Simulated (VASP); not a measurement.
A run of VASP 6.6.1:

Contents of INCAR:

```
SYSTEM = CdS
PREC = Accurate
ENCUT = 520
EDIFF = 1E-7
ISMEAR = 0
SIGMA = 0.01
LREAL = .FALSE.
LASPH = .TRUE.
NELM = 80
ALGO = Normal
ISIF = 2
LWAVE = .FALSE.
LCHARG = .FALSE.
GGA = PE
NBANDS = 26
```

File KPOINTS:

```
Automatic mesh
0
G
  9 9 4
  0 0 0
```

File POSCAR:

```
CdS
1.0
    4.1963020496      0.0000000000      0.0000000000
   -2.0981510248      3.6341041769      0.0000000000
    0.0000000000      0.0000000000      6.8304216542
Cd S
2 2
Direct
    0.3333333333      0.6666666667     -0.0275453804
    0.6666666667      0.3333333333      0.4724546196
    0.3333333333      0.6666666667      0.4045453804
    0.6666666667      0.3333333333      0.9045453804
```

Potentials or basis: VASP PAW PBE potentials, release 64 (Cd, S).

Run with:

```bash
$ cat potpaw_PBE.64/Cd/POTCAR potpaw_PBE.64/S/POTCAR > POTCAR
$ mpirun -np 1 vasp_std > vasp.out
```

Hardware: 1 thread of AMD EPYC 9R45 96-Core Processor (Zen 5), on a shared host.

**Question.** How long does it take, and how much memory?

**Answer.** It took 47 s on 1 thread of AMD EPYC 9R45 96-Core Processor (Zen 5), with other jobs on the host, peak memory 0.23 GiB. Counts: scf iterations 16, k points 36.
